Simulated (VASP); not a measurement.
Here is a VASP 6.6.1 calculation.

File INCAR:

```
ALGO = Normal ; EDIFF = 1E-6
ENCUT = 520 ; GGA = PE
ISIF = 2 ; ISMEAR = 0
LASPH = True ; LCHARG = False
LREAL = False ; LWAVE = False
NBANDS = 14 ; NELM = 60
PREC = Accurate ; SIGMA = 0.05
```

The input KPOINTS:

```
k-points
0
Gamma
  8 8 8
```

POSCAR

```
NaF
1.0
    0.0000000000      2.3200000000      2.3200000000
    2.3200000000      0.0000000000      2.3200000000
    2.3200000000      2.3200000000      0.0000000000
Na F
1 1
Direct
    0.0000000000      0.0000000000      0.0000000000
    0.5000000000      0.5000000000      0.5000000000
```

Potentials or basis: VASP PAW PBE potentials, release 64 (Na_pv, F).

Run with:

```sh
$ cat potpaw_PBE.64/Na_pv/POTCAR potpaw_PBE.64/F/POTCAR > POTCAR
$ mpirun -np 1 vasp_std > vasp.out
```

Problem. Estimate the band gap on the k mesh.

Solution. 6.28 eV.

Problem. Estimate the pressure.

Solution. 1.8 GPa.

A hybrid or GW would open this gap; PBE tends to underestimate it.
